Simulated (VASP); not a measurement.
A run of VASP 6.6.1 is set up as follows.

File INCAR:

```
SYSTEM = TePb
ALGO = Normal
EDIFF = 1E-6
ENCUT = 520
ISIF = 2
ISMEAR = -1
LASPH = .True.
LCHARG = .True.
LELF = .True.
LREAL = .False.
LVHAR = .True.
LWAVE = .False.
NBANDS = 17
NELM = 80
PREC = Accurate
SIGMA = 0.05
```

The input KPOINTS:

```
k-points
0
Gamma
  7 7 7
  0 0 0
```

File POSCAR:

```
TePb
1.0
    0.0000000000      3.1907614396      3.1907614396
    3.1907614396      0.0000000000      3.1907614396
    3.1907614396      3.1907614396      0.0000000000
Pb Te
1 1
Direct
    0.0000000000      0.0000000000      0.0000000000
    0.5000000000      0.5000000000      0.5000000000
```

Potentials or basis: VASP PAW LDA potentials, release 64 (Pb_d, Te).

Command:

```console
$ cat potpaw_LDA.64/Pb_d/POTCAR potpaw_LDA.64/Te/POTCAR > POTCAR
$ mpirun -np 1 vasp_std > vasp.out
```

Q: What does it give for the pressure?

A: 0.0 GPa.
